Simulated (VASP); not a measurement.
# Be (Im-3m) in VASP: notebook

Runs on Be. Level: PBEsol. Tasks: single point.

Everything below comes from runs of VASP 6.6.1. Logs are shortened: lines on timing, memory, paths and dates and some standing lists are left out, and cuts for length are marked.

### 1 The cell of the first run

Symmetry: Im-3m, No. 229, cubic system. Conventional cell: a = 2.114 Å, b = 2.114 Å, c = 2.114 Å, α = 90.00°, β = 90.00°, γ = 90.00°. Within 2.4 Å of Be (site symmetry m-3m) lie 14 Be at 1.83 to 2.11 Å.

This isn't the form of Be at room conditions, which is hcp.

### 2 Single point, PBEsol

The input, INCAR:

```
SYSTEM = Be
PREC = Accurate ; ENCUT = 520
EDIFF = 1E-6 ; ISMEAR = -1
SIGMA = 0.05 ; LREAL = .False.
LASPH = .True. ; NELM = 100
ALGO = Normal ; ISIF = 2
LWAVE = .False. ; LCHARG = .False.
GGA = PS ; NBANDS = 7
```

The input, KPOINTS:

```
Automatic mesh
0
Gamma
  25 25 25
  0 0 0
```

The input, POSCAR:

```
Be
1.0
   -1.0569810652      1.0569810652      1.0569810652
    1.0569810652     -1.0569810652      1.0569810652
    1.0569810652      1.0569810652     -1.0569810652
Be
1
Direct
    0.0000000000      0.0000000000      0.0000000000
```

Potentials or basis: VASP PAW PBE potentials, release 64 (Be).

Command:

```sh
> cat potpaw_PBE.64/Be/POTCAR > POTCAR
> mpirun -np 1 vasp_std > vasp.out
```

OUTCAR:

```text
SYSTEM = Be
   PREC = Accurate
   ENCUT = 520
   EDIFF = 1E-6
   ISMEAR = -1
   LREAL = .False.
   LASPH = .True.
   NELM = 100
   ISIF = 2
   GGA = PS

 ion  position               nearest neighbor table
   1  0.000  0.000  0.000-

  LATTYP: Found a body centered cubic cell.
 ALAT       =     2.1139621304

  Lattice vectors:

 A1 = (  -1.0569810652,   1.0569810652,   1.0569810652)
 A2 = (   1.0569810652,  -1.0569810652,   1.0569810652)
 A3 = (   1.0569810652,   1.0569810652,  -1.0569810652)

Analysis of symmetry for initial positions (statically):
=====================================================================
 Subroutine PRICEL returns:
 Original cell was already a primitive cell.

 Routine SETGRP: Setting up the symmetry group for a
 body centered cubic supercell.

 Subroutine GETGRP returns: Found 48 space group operations
 (whereof 48 operations were pure point group operations)
 out of a pool of 48 trial point group operations.

The static configuration has the point symmetry O_h .

Analysis of symmetry for dynamics (positions and initial velocities):
=====================================================================
 Subroutine PRICEL returns:
 Original cell was already a primitive cell.

 Routine SETGRP: Setting up the symmetry group for a
 body centered cubic supercell.

 Subroutine GETGRP returns: Found 48 space group operations
 (whereof 48 operations were pure point group operations)
 out of a pool of 48 trial point group operations.

The dynamic configuration has the point symmetry O_h .

 Subroutine INISYM returns: Found 48 space group operations
 (whereof 48 operations are pure point group operations),
 and found     1 'primitive' translations

----------------------------------------------------------------------------------------

                                     Primitive cell

  volume of cell :       4.7235

  direct lattice vectors                    reciprocal lattice vectors
    -1.056981065  1.056981065  1.056981065     0.000000000  0.473045371  0.473045371
     1.056981065 -1.056981065  1.056981065     0.473045371  0.000000000  0.473045371
     1.056981065  1.056981065 -1.056981065     0.473045371  0.473045371  0.000000000

  length of vectors
     1.830744908  1.830744908  1.830744908     0.668987179  0.668987179  0.668987179

  position of ions in fractional coordinates (direct lattice)
     0.000000000  0.000000000  0.000000000

  ion indices of the primitive-cell ions
   primitive index   ion index
                 1           1

----------------------------------------------------------------------------------------

 KPOINTS: Automatic mesh

Automatic generation of k-mesh.
 Grid dimensions read from file:
 generate k-points for:   25   25   25

 Generating k-lattice:

  Cartesian coordinates                     Fractional coordinates (reciprocal lattice)
     0.000000000  0.018921815  0.018921815     0.040000000  0.000000000  0.000000000
     0.018921815  0.000000000  0.018921815     0.000000000  0.040000000  0.000000000
     0.018921815  0.018921815  0.000000000     0.000000000  0.000000000  0.040000000

  Length of vectors
     0.026759487  0.026759487  0.026759487

  Shift w.r.t. Gamma in fractional coordinates (k-lattice)
     0.000000000  0.000000000  0.000000000

 Subroutine IBZKPT returns following result:
 ===========================================

 Found    455 irreducible k-points:

 Following reciprocal coordinates:
            Coordinates               Weight
  0.000000  0.000000  0.000000      1.000000
  0.040000  0.000000  0.000000     12.000000
  0.080000  0.000000  0.000000     12.000000
  0.120000  0.000000  0.000000     12.000000
  0.160000  0.000000  0.000000     12.000000
  0.200000  0.000000  0.000000     12.000000
[... 16 lines left out ...]
  0.400000  0.040000  0.000000     48.000000
  0.440000  0.040000  0.000000     48.000000
 [... further k-points ...]
   k-points           NKPTS =    455   k-points in BZ     NKDIM =    455   number of bands    NBANDS=      7
   number of dos      NEDOS =    301   number of ions     NIONS =      1
   total plane-waves  NPLWV =   2744
   dimension x,y,z NGX =    14 NGY =   14 NGZ =   14
   dimension x,y,z NGXF=    28 NGYF=   28 NGZF=   28
   ions per type =               1
   NGX,Y,Z   is equivalent  to a cutoff of  12.71, 12.71, 12.71 a.u.
   NGXF,Y,Z  is equivalent  to a cutoff of  25.43, 25.43, 25.43 a.u.
 SYSTEM =  Be
   PREC   = accura    normal or accurate (medium, high low for compatibility)
   ISTART =      0    job   : 0-new  1-cont  2-samecut
   ICHARG =      2    charge: 1-file 2-atom 10-const
   ISPIN  =      1    spin polarized calculation?
   LNONCOLLINEAR =      F non collinear calculations
   LSORBIT =      F    spin-orbit coupling
   LASPH  =      T    aspherical Exc in radial PAW
   ENCUT  =  520.0 eV  38.22 Ry    6.18 a.u.   3.40  3.40  3.40*2*pi/ulx,y,z
   NELM   =    100;   NELMIN=  2; NELMDL= -5     # of ELM steps
   EDIFF  = 0.1E-05   stopping-criterion for ELM
   LREAL  =      F    real-space projection
   EDIFFG = 0.1E-04   stopping-criterion for IOM
   NSW    =      0    number of steps for IOM
   IBRION =     -1    ionic relax: 0-MD 1-quasi-New 2-CG
   NFREE  =      0    steps in history (QN), initial steepest desc. (CG)
   ISIF   =      2    stress and relaxation
   ISYM   =      2    0-nonsym 1-usesym 2-fastsym
   POTIM  = 0.5000    time-step for ionic-motion
   TEBEG  =    0.0;   TEEND  =   0.0 temperature during run
   PSTRESS=    0.0 pullay stress
   NELECT =       2.0000    total number of electrons
   NUPDOWN=      -1.0000    fix difference up-down
   EMIN   =  10.00;   EMAX   =-10.00  energy-range for DOS
   EFERMI =   0.00;   METHOD = LEGACY
   ISMEAR =    -1;   SIGMA  =   0.05  broadening in eV -4-tet -1-fermi 0-gaus
   EFERMI_NEDOS =   21; number of points for ismear=-14 and -15
   IALGO  =     38    algorithm
   IMIX   =      4    mixing-type and parameters
     AMIX     =   0.40;   BMIX     =  1.00
     AMIX_MAG =   1.60;   BMIX_MAG =  1.00
  volume/ion in A,a.u.               =       4.72        31.88
  Fermi-wavevector in a.u.,A,eV,Ry     =   1.229318  2.323074 20.561439  1.511223
  Thomas-Fermi vector in A             =   2.364210
   LORBIT       =      0    0 simple, 1 ext, 2 COOP (PROOUT), +10 PAW based schemes
   GGA     = PS    functional components
   LHFCALC =     F    Hartree Fock is set to
   AEXX    =    0.0000 exact exchange contribution
   IVDW    =     0    specifies the selected vdW correction
   LEPSILON=     F    determine dielectric tensor
   LRPA    =     F    only Hartree local field effects (RPA)
 non-spin polarized calculation
  energy-cutoff  :      520.00
  volume of cell :        4.72
 maximum number of plane-waves:       140
 NGX is ok and might be reduce to    14
   NGX =  7   NGY =  7   NGZ =  7

 number of electron       2.0000000 magnetization

 Free energy of the ion-electron system (eV)
  ---------------------------------------------------
  ext. energy  EPLUGINS =         0.00000000
  ---------------------------------------------------
  free energy    TOTEN  =        -2.96800946 eV

  energy without entropy =       -2.96759466  energy(sigma->0) =       -2.96780206

 E-fermi :  13.1443     XC(G=0): -12.4387

 val. band max:       13.0048063281   @ k =  -0.4800  -0.4800   0.3200
 cond. band min:      13.1916783900   @ k =   0.2800   0.2800   0.0800
 fundamental gap:      0.1868720619
 Fermi energy:        13.1442566421

 k-point     1 :       0.0000    0.0000    0.0000
  band No.  band energies     occupation
      1      -2.0866      2.00000
      2      42.2968      0.00000
      3      42.2968      0.00000
      4      42.2968      0.00000
      5      55.9529      0.00000
      6      55.9529      0.00000
      7      55.9529      0.00000

 k-point     2 :       0.0400    0.0000    0.0000
  band No.  band energies     occupation
      1      -2.0247      2.00000
      2      41.8588      0.00000
      3      41.8960      0.00000
      4      42.1750      0.00000
      5      54.6526      0.00000
      6      54.7369      0.00000
      7      56.5644      0.00000

 k-point     3 :       0.0800    0.0000    0.0000
  band No.  band energies     occupation
      1      -1.8386      2.00000
      2      40.4912      0.00000
      3      40.8689      0.00000
      4      41.8153      0.00000
      5      52.2673      0.00000
      6      52.6882      0.00000
      7      56.7291      0.00000

 k-point     4 :       0.1200    0.0000    0.0000
  band No.  band energies     occupation
      1      -1.5269      2.00000
      2      38.2206      0.00000
      3      39.5311      0.00000
      4      41.2417      0.00000
      5      50.6536      0.00000
      6      50.6572      0.00000
      7      56.0809      0.00000

 k-point     5 :       0.1600    0.0000    0.0000
  band No.  band energies     occupation
      1      -1.0884      2.00000
      2      35.3435      0.00000
      3      38.1104      0.00000
      4      40.5041      0.00000
      5      48.7819      0.00000
      6      49.8429      0.00000
      7      55.9089      0.00000
[... 161 lines left out ...]
 k-point    22 :       0.3600    0.0400    0.0000
  band No.  band energies     occupation
      1       3.4969      2.00000
      2      19.4991      0.00000
      3      32.0956      0.00000
      4      35.5737      0.00000
      5      43.2168      0.00000
      6      51.2995      0.00000
      7      61.2590      0.00000

 k-point    23 :       0.4000    0.0400    0.0000
  band No.  band energies     occupation
      1       4.4947      2.00000
      2      17.5138      0.00000
      3      31.6148      0.00000
      4      35.1467      0.00000
      5      42.7165      0.00000
      6      51.8744      0.00000
      7      62.7716      0.00000

 k-point    24 :       0.4400    0.0400    0.0000
  band No.  band energies     occupation
      1       5.2820      2.00000
      2      16.1297      0.00000
      3      31.3250      0.00000
      4      34.8869      0.00000
      5      42.4151      0.00000
      6      52.2908      0.00000
      7      64.0986      0.00000

 [... further k-points ...]

------------------------ aborting loop because EDIFF is reached ----------------------------------------

  FORCE on cell =-STRESS in cart. coord.  units (eV):
  Direction    XX          YY          ZZ          XY          YZ          ZX
  --------------------------------------------------------------------------------------
  -------------------------------------------------------------------------------------
  Total        4.1706389      4.1706389      4.1706389      0.0000000      0.0000000     -0.0000000
  in kB     1414.6583063   1414.6583063   1414.6583063      0.0000000      0.0000000     -0.0000000
  external PRESSURE =    1414.6583063 kB  Pullay stress =       0.0000000 kB

 VOLUME and BASIS-vectors are now :
 -----------------------------------------------------------------------------
  energy-cutoff  :      520.00
  volume of cell :        4.72
      direct lattice vectors                 reciprocal lattice vectors
    -1.056981065  1.056981065  1.056981065     0.000000000  0.473045371  0.473045371
     1.056981065 -1.056981065  1.056981065     0.473045371  0.000000000  0.473045371
     1.056981065  1.056981065 -1.056981065     0.473045371  0.473045371  0.000000000

 POSITION                                       TOTAL-FORCE (eV/Angst)
 -----------------------------------------------------------------------------------
      0.00000      0.00000      0.00000         0.000000      0.000000      0.000000
 -----------------------------------------------------------------------------------
    total drift:                                0.000000      0.000000      0.000000

  FREE ENERGIE OF THE ION-ELECTRON SYSTEM (eV)
  ---------------------------------------------------
  free  energy   TOTEN  =        -2.9680094609 eV

  energy  without entropy=       -2.9675946566  energy(sigma->0) =       -2.96780206
```

Run time: 8.5 s. Hardware: 1 thread of Intel Xeon 8259CL, shared host; peak memory 0.12 GiB.

What came out:

```yaml
Free_energy: -2.9680 eV
Pressure: 141.5 GPa
Band_gap_on_the_k_mesh: zero (bands 1 and 2 overlap by 7.37 eV)
```

Levels at points of the mesh, in eV from the Fermi level:
| k point | band 1 | band 2 | band 3 | band 4 | band 5 | band 6 |
| --- | --- | --- | --- | --- | --- | --- |
| (0.00, 0.00, 0.00) | -15.23 | 29.15 | 29.15 | 29.15 | 42.81 | 42.81 |

Caveat: the cell stands under pressure; the PAW data sets were made with another functional, which shifts forces and pressure a little.

### 3 Single point, PBEsol

The input, INCAR:

```
  PREC = Accurate
  ENCUT = 520
  EDIFF = 1E-6
  ISMEAR = -1
  SIGMA = 0.05
  LREAL = False
  LASPH = True
  NELM = 100
  ALGO = Normal
  ISIF = 2
  LWAVE = False
  LCHARG = False
  GGA = PS
  NBANDS = 7
```

The input, KPOINTS:

```
Automatic mesh
0
Gamma
  25 25 25
```

The input, POSCAR:

```
Be
1.0
   -1.0564759162      1.0564759162      1.0564759162
    1.0564759162     -1.0564759162      1.0564759162
    1.0564759162      1.0564759162     -1.0564759162
Be
1
Direct
    0.0000000000      0.0000000000      0.0000000000
```

Potentials or basis: VASP PAW PBE potentials, release 64 (Be).

Command:

```sh
> cat potpaw_PBE.64/Be/POTCAR > POTCAR
> mpirun -np 1 vasp_std > vasp.out
```

Wall time 8.9 s (1 thread of Intel Xeon 8259CL, shared host); peak memory 0.12 GiB.

The run converged. Its results:

| Item | Value |
| --- | --- |
| Free energy | -2.9620 eV |
| Pressure | 142.2 GPa |
| Band gap on the k mesh | zero (bands 1 and 2 overlap by 7.38 eV) |

Levels at points of the mesh, in eV from the Fermi level:
```tsv
k point	band 1	band 2	band 3	band 4
(0.00, 0.00, 0.00)	-15.24	29.19	29.19	29.19
```

Caveat: the cell stands under pressure; the PAW data sets were made with another functional, which shifts forces and pressure a little.
